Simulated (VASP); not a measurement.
# Mo in VASP: a series of runs, part 2 of 2

VASP 6.6.1. The steps go on from the part before.

## Step 3: Single point, PBEsol

This run uses another cell than the first one: it holds 1 atom, not 2.

The input, INCAR:

```
PREC = Accurate
ENCUT = 520
EDIFF = 1E-6
ISMEAR = 0
SIGMA = 0.1
LREAL = False
LASPH = True
NELM = 100
ALGO = Fast
ISIF = 2
LWAVE = False
LCHARG = False
GGA = PS
NBANDS = 13
```

The input, KPOINTS:

```
regular mesh
0
Gamma
  18 18 18
```

The input, POSCAR:

```
Mo
1.0
   -1.5646699825      1.5646699825      1.5646699825
    1.5646699825     -1.5646699825      1.5646699825
    1.5646699825      1.5646699825     -1.5646699825
Mo
1
Direct
    0.0000000000      0.0000000000      0.0000000000
```

Potentials or basis: VASP PAW PBE potentials, release 64 (Mo_sv).

Command:

```console
> cat potpaw_PBE.64/Mo_sv/POTCAR > POTCAR
> mpirun -np 1 vasp_std > vasp.out
```

OUTCAR:

```text
PREC = Accurate
   ENCUT = 520
   EDIFF = 1E-6
   ISMEAR = 0
   LREAL = False
   LASPH = True
   NELM = 100
   ISIF = 2
   GGA = PS

 ion  position               nearest neighbor table
   1  0.000  0.000  0.000-

  LATTYP: Found a body centered cubic cell.
 ALAT       =     3.1293399650

  Lattice vectors:

 A1 = (  -1.5646699825,   1.5646699825,   1.5646699825)
 A2 = (   1.5646699825,  -1.5646699825,   1.5646699825)
 A3 = (   1.5646699825,   1.5646699825,  -1.5646699825)

Analysis of symmetry for initial positions (statically):
=====================================================================
 Subroutine PRICEL returns:
 Original cell was already a primitive cell.

 Routine SETGRP: Setting up the symmetry group for a
 body centered cubic supercell.

 Subroutine GETGRP returns: Found 48 space group operations
[... 9 lines left out ...]

 Routine SETGRP: Setting up the symmetry group for a
 body centered cubic supercell.

 Subroutine GETGRP returns: Found 48 space group operations
[... 11 lines left out ...]
                                     Primitive cell

  volume of cell :      15.3225

  direct lattice vectors                    reciprocal lattice vectors
    -1.564669982  1.564669982  1.564669982     0.000000000  0.319556204  0.319556204
     1.564669982 -1.564669982  1.564669982     0.319556204  0.000000000  0.319556204
     1.564669982  1.564669982 -1.564669982     0.319556204  0.319556204  0.000000000

  length of vectors
     2.710087907  2.710087907  2.710087907     0.451920718  0.451920718  0.451920718

  position of ions in fractional coordinates (direct lattice)
     0.000000000  0.000000000  0.000000000

  ion indices of the primitive-cell ions
   primitive index   ion index
                 1           1

----------------------------------------------------------------------------------------

 KPOINTS: regular mesh

Automatic generation of k-mesh.
 Grid dimensions read from file:
 generate k-points for:   18   18   18

 Generating k-lattice:

  Cartesian coordinates                     Fractional coordinates (reciprocal lattice)
     0.000000000  0.017753122  0.017753122     0.055555556  0.000000000  0.000000000
     0.017753122  0.000000000  0.017753122     0.000000000  0.055555556  0.000000000
     0.017753122  0.017753122  0.000000000     0.000000000  0.000000000  0.055555556

  Length of vectors
     0.025106707  0.025106707  0.025106707

  Shift w.r.t. Gamma in fractional coordinates (k-lattice)
     0.000000000  0.000000000  0.000000000

 Subroutine IBZKPT returns following result:
 ===========================================

 Found    195 irreducible k-points:

 Following reciprocal coordinates:
            Coordinates               Weight
  0.000000  0.000000  0.000000      1.000000
  0.055556  0.000000  0.000000     12.000000
  0.111111  0.000000  0.000000     12.000000
  0.166667  0.000000  0.000000     12.000000
  0.222222  0.000000  0.000000     12.000000
  0.277778  0.000000  0.000000     12.000000
[... 16 lines left out ...]
  0.333333  0.111111  0.000000     48.000000
  0.388889  0.111111  0.000000     48.000000
 [... further k-points ...]
   k-points           NKPTS =    195   k-points in BZ     NKDIM =    195   number of bands    NBANDS=     13
   number of dos      NEDOS =    301   number of ions     NIONS =      1
   total plane-waves  NPLWV =   8000
   dimension x,y,z NGX =    20 NGY =   20 NGZ =   20
   dimension x,y,z NGXF=    40 NGYF=   40 NGZF=   40
   ions per type =               1
   NGX,Y,Z   is equivalent  to a cutoff of  12.27, 12.27, 12.27 a.u.
   NGXF,Y,Z  is equivalent  to a cutoff of  24.54, 24.54, 24.54 a.u.
 SYSTEM =  unknown system
   PREC   = accura    normal or accurate (medium, high low for compatibility)
   ISTART =      0    job   : 0-new  1-cont  2-samecut
   ICHARG =      2    charge: 1-file 2-atom 10-const
   ISPIN  =      1    spin polarized calculation?
   LNONCOLLINEAR =      F non collinear calculations
   LSORBIT =      F    spin-orbit coupling
   LASPH  =      T    aspherical Exc in radial PAW
   ENCUT  =  520.0 eV  38.22 Ry    6.18 a.u.   5.04  5.04  5.04*2*pi/ulx,y,z
   NELM   =    100;   NELMIN=  2; NELMDL= -5     # of ELM steps
   EDIFF  = 0.1E-05   stopping-criterion for ELM
   LREAL  =      F    real-space projection
[... 7 lines left out ...]
   TEBEG  =    0.0;   TEEND  =   0.0 temperature during run
   PSTRESS=    0.0 pullay stress
   NELECT =      14.0000    total number of electrons
   NUPDOWN=      -1.0000    fix difference up-down
   EMIN   =  10.00;   EMAX   =-10.00  energy-range for DOS
   EFERMI =   0.00;   METHOD = LEGACY
   ISMEAR =     0;   SIGMA  =   0.10  broadening in eV -4-tet -1-fermi 0-gaus
   EFERMI_NEDOS =   21; number of points for ismear=-14 and -15
   IALGO  =     68    algorithm
   IMIX   =      4    mixing-type and parameters
     AMIX     =   0.40;   BMIX     =  1.00
     AMIX_MAG =   1.60;   BMIX_MAG =  1.00
  volume/ion in A,a.u.               =      15.32       103.40
  Fermi-wavevector in a.u.,A,eV,Ry     =   1.588576  3.001974 34.335320  2.523575
  Thomas-Fermi vector in A             =   2.687559
   LORBIT       =      0    0 simple, 1 ext, 2 COOP (PROOUT), +10 PAW based schemes
   GGA     = PS    functional components
   LHFCALC =     F    Hartree Fock is set to
   AEXX    =    0.0000 exact exchange contribution
   IVDW    =     0    specifies the selected vdW correction
   LEPSILON=     F    determine dielectric tensor
   LRPA    =     F    only Hartree local field effects (RPA)
 non-spin polarized calculation
 RMM-DIIS sequential band-by-band and
 Gauss-broadening in eV      SIGMA  =   0.10
  energy-cutoff  :      520.00
  volume of cell :       15.32
 maximum number of plane-waves:       426
   NGX =  9   NGY =  9   NGZ =  9

 number of electron      13.9999998 magnetization

 Free energy of the ion-electron system (eV)
  ---------------------------------------------------
  ext. energy  EPLUGINS =         0.00000000
  ---------------------------------------------------
  free energy    TOTEN  =       -11.77799160 eV

  energy without entropy =      -11.77567812  energy(sigma->0) =      -11.77683486

 E-fermi :  12.8081     XC(G=0): -13.6418

 val. band max:       12.8066521008   @ k =  -0.3889   0.4444   0.2778
 cond. band min:      12.8124952802   @ k =   0.3889   0.1111   0.0000
 fundamental gap:      0.0058431794
 Fermi energy:        12.8080731123

 k-point     1 :       0.0000    0.0000    0.0000
  band No.  band energies     occupation
      1     -48.4083      2.00000
      2     -21.6475      2.00000
      3     -21.6475      2.00000
      4     -21.6475      2.00000
      5       5.4383      2.00000
      6      11.3830      2.00000
      7      11.3830      2.00000
      8      11.3830      2.00000
      9      14.4726      0.00000
     10      14.4726      0.00000
     11      27.6260      0.00000
     12      27.6260      0.00000
     13      27.6260      0.00000

 k-point     2 :       0.0556    0.0000    0.0000
  band No.  band energies     occupation
      1     -48.3999      2.00000
      2     -21.6963      2.00000
      3     -21.6625      2.00000
      4     -21.6479      2.00000
      5       5.5790      2.00000
      6      11.3024      2.00000
      7      11.3700      2.00000
      8      11.5153      2.00000
      9      14.3512      0.00000
     10      14.4743      0.00000
     11      27.7345      0.00000
     12      27.8634      0.00000
     13      27.9156      0.00000
[... 321 lines left out ...]
 k-point    23 :       0.3333    0.1111    0.0000
  band No.  band energies     occupation
      1     -48.1433      2.00000
      2     -22.9526      2.00000
      3     -22.1173      2.00000
      4     -21.7240      2.00000
      5       7.8876      2.00000
      6       9.5752      2.00000
      7      12.1670      2.00000
      8      14.2645      0.00000
      9      15.3015      0.00000
     10      17.4516      0.00000
     11      25.6313      0.00000
     12      26.4153      0.00000
     13      30.9538      0.00000

 k-point    24 :       0.3889    0.1111    0.0000
  band No.  band energies     occupation
      1     -48.1192      2.00000
      2     -23.0567      2.00000
      3     -22.1670      2.00000
      4     -21.7262      2.00000
      5       7.7418      2.00000
      6       9.4450      2.00000
      7      12.8125      0.95013
      8      14.3888      0.00000
      9      15.5669      0.00000
     10      18.3546      0.00000
     11      24.7529      0.00000
     12      25.6553      0.00000
     13      30.0134      0.00000

 [... further k-points ...]

------------------------ aborting loop because EDIFF is reached ----------------------------------------

  FORCE on cell =-STRESS in cart. coord.  units (eV):
  Direction    XX          YY          ZZ          XY          YZ          ZX
  --------------------------------------------------------------------------------------
  -------------------------------------------------------------------------------------
  Total        0.0528870      0.0528870      0.0528870      0.0000000     -0.0000000      0.0000000
  in kB        5.5300764      5.5300764      5.5300764      0.0000000     -0.0000000      0.0000000
  external PRESSURE =       5.5300764 kB  Pullay stress =       0.0000000 kB

 VOLUME and BASIS-vectors are now :
 -----------------------------------------------------------------------------
  energy-cutoff  :      520.00
  volume of cell :       15.32
      direct lattice vectors                 reciprocal lattice vectors
    -1.564669982  1.564669982  1.564669982     0.000000000  0.319556204  0.319556204
     1.564669982 -1.564669982  1.564669982     0.319556204  0.000000000  0.319556204
     1.564669982  1.564669982 -1.564669982     0.319556204  0.319556204  0.000000000

 POSITION                                       TOTAL-FORCE (eV/Angst)
 -----------------------------------------------------------------------------------
      0.00000      0.00000      0.00000        -0.000000     -0.000000     -0.000000
 -----------------------------------------------------------------------------------
    total drift:                                0.000000     -0.000000      0.000000

  FREE ENERGIE OF THE ION-ELECTRON SYSTEM (eV)
  ---------------------------------------------------
  free  energy   TOTEN  =       -11.7779915982 eV

  energy  without entropy=      -11.7756781207  energy(sigma->0) =      -11.77683486
```

stdout:

```text
POSCAR found type information on POSCAR Mo
 POSCAR found :  1 types and       1 ions
 scaLAPACK will be used
 -----------------------------------------------------------------------------
|                                                                             |
|                                                                             |
|     You enforced a specific xc type in the INCAR file but a different       |
|     I HOPE YOU KNOW WHAT YOU ARE DOING!                                     |
|                                                                             |
 -----------------------------------------------------------------------------

 LDA part: xc-table for (Slater+PW92), standard interpolation
 POSCAR, INCAR and KPOINTS ok, starting setup
 FFT: planning ... GRIDC
 FFT: planning ... GRID_SOFT
 FFT: planning ... GRID
 WAVECAR not read
 entering main loop
```

It took 57 s on 1 thread of Intel Xeon 8259CL, shared host; peak memory 0.15 GiB.

What came out:

| Item | Value |
| --- | --- |
| Free energy | -11.7780 eV |
| Pressure | 0.6 GPa |
| Band gap on the k mesh | zero (band 7 reaches 16.91 eV, above the bottom of band 8 at 11.38 eV) |

Caveat: the PAW data sets were made with another functional, which shifts forces and pressure a little.

## Step 4: Single point, PBEsol

This run uses another cell than the first one: it holds 1 atom, not 2.

The input, INCAR:

```
SYSTEM = Mo
PREC = Accurate
ENCUT = 520
EDIFF = 1E-7
ISMEAR = 0
SIGMA = 0.1
LREAL = .FALSE.
LASPH = .TRUE.
NELM = 80
ALGO = Normal
ISIF = 2
LWAVE = .FALSE.
LCHARG = .FALSE.
GGA = PS
NBANDS = 13
```

The input, KPOINTS:

```
Automatic mesh
0
G
  8 8 8
  0 0 0
```

The input, POSCAR:

```
Mo
1.0
   -1.5658765996      1.5658765996      1.5658765996
    1.5658765996     -1.5658765996      1.5658765996
    1.5658765996      1.5658765996     -1.5658765996
Mo
1
Direct
    0.0000000000      0.0000000000      0.0000000000
```

Potentials or basis: VASP PAW PBE potentials, release 64 (Mo_sv).

Command:

```console
> cat potpaw_PBE.64/Mo_sv/POTCAR > POTCAR
> mpirun -np 1 vasp_std > vasp.out
```

OUTCAR:

```text
SYSTEM = Mo
   PREC = Accurate
   ENCUT = 520
   EDIFF = 1E-7
   ISMEAR = 0
   LREAL = .FALSE.
   LASPH = .TRUE.
   NELM = 80
   ISIF = 2
   GGA = PS

 ion  position               nearest neighbor table
   1  0.000  0.000  0.000-

  LATTYP: Found a body centered cubic cell.
 ALAT       =     3.1317531992

  Lattice vectors:

 A1 = (  -1.5658765996,   1.5658765996,   1.5658765996)
 A2 = (   1.5658765996,  -1.5658765996,   1.5658765996)
 A3 = (   1.5658765996,   1.5658765996,  -1.5658765996)
[... 562 lines left out ...]
     13      29.8536      0.00000

 [... further k-points ...]

------------------------ aborting loop because EDIFF is reached ----------------------------------------

  FORCE on cell =-STRESS in cart. coord.  units (eV):
  Direction    XX          YY          ZZ          XY          YZ          ZX
  --------------------------------------------------------------------------------------
  -------------------------------------------------------------------------------------
  Total        0.0511218      0.0511218      0.0511218      0.0000000      0.0000000      0.0000000
  in kB        5.3331526      5.3331526      5.3331526      0.0000000      0.0000000      0.0000000
  external PRESSURE =       5.3331526 kB  Pullay stress =       0.0000000 kB

 VOLUME and BASIS-vectors are now :
 -----------------------------------------------------------------------------
  energy-cutoff  :      520.00
  volume of cell :       15.36
      direct lattice vectors                 reciprocal lattice vectors
    -1.565876600  1.565876600  1.565876600     0.000000000  0.319309964  0.319309964
     1.565876600 -1.565876600  1.565876600     0.319309964  0.000000000  0.319309964
     1.565876600  1.565876600 -1.565876600     0.319309964  0.319309964  0.000000000

 POSITION                                       TOTAL-FORCE (eV/Angst)
 -----------------------------------------------------------------------------------
      0.00000      0.00000      0.00000        -0.000000     -0.000000      0.000000
 -----------------------------------------------------------------------------------
    total drift:                                0.000000     -0.000000      0.000000

  FREE ENERGIE OF THE ION-ELECTRON SYSTEM (eV)
  ---------------------------------------------------
  free  energy   TOTEN  =       -11.7561178038 eV

  energy  without entropy=      -11.7514445440  energy(sigma->0) =      -11.75378117
```

stdout:

```text
POSCAR found type information on POSCAR Mo
 POSCAR found :  1 types and       1 ions
 scaLAPACK will be used
 -----------------------------------------------------------------------------
|                                                                             |
|                                                                             |
|     You enforced a specific xc type in the INCAR file but a different       |
|     I HOPE YOU KNOW WHAT YOU ARE DOING!                                     |
|                                                                             |
 -----------------------------------------------------------------------------

 LDA part: xc-table for (Slater+PW92), standard interpolation
 POSCAR, INCAR and KPOINTS ok, starting setup
 FFT: planning ... GRIDC
 FFT: planning ... GRID_SOFT
 FFT: planning ... GRID
 WAVECAR not read
 entering main loop
```

Wall time 2.8 s (1 thread of Intel Xeon 6975P-C (Granite Rapids), shared host); peak memory 0.12 GiB.

Results:

* Free energy: -11.7561 eV
* Pressure: 0.5 GPa
* Band gap on the k mesh: zero (band 7 reaches 16.86 eV, above the bottom of band 8 at 11.35 eV)

Caveat: the PAW data sets were made with another functional, which shifts forces and pressure a little.

## Step 5: The runs side by side

```tsv
cell	k mesh	gap on the mesh (eV)	pressure (GPa)
a = 3.098, b = 3.098, c = 3.255 Å, 2 atoms	14 × 14 × 14	none	-4.1
a = 2.710 Å, angles 109.5°, 1 atom	18 × 18 × 18	none	0.6
a = 2.712 Å, angles 109.5°, 1 atom	8 × 8 × 8	none	0.5
```

Alike in all rows: task single point; level PBEsol; potentials or basis VASP PAW PBE potentials, release 64 (Mo_sv); no spin polarisation; cutoff (eV) 520; smearing gaussian 0.1 eV.

Caveats: the PAW data sets were made with another functional, which shifts forces and pressure a little.

Total energies depend on the potentials used, so only differences within one code and one set of settings carry meaning.
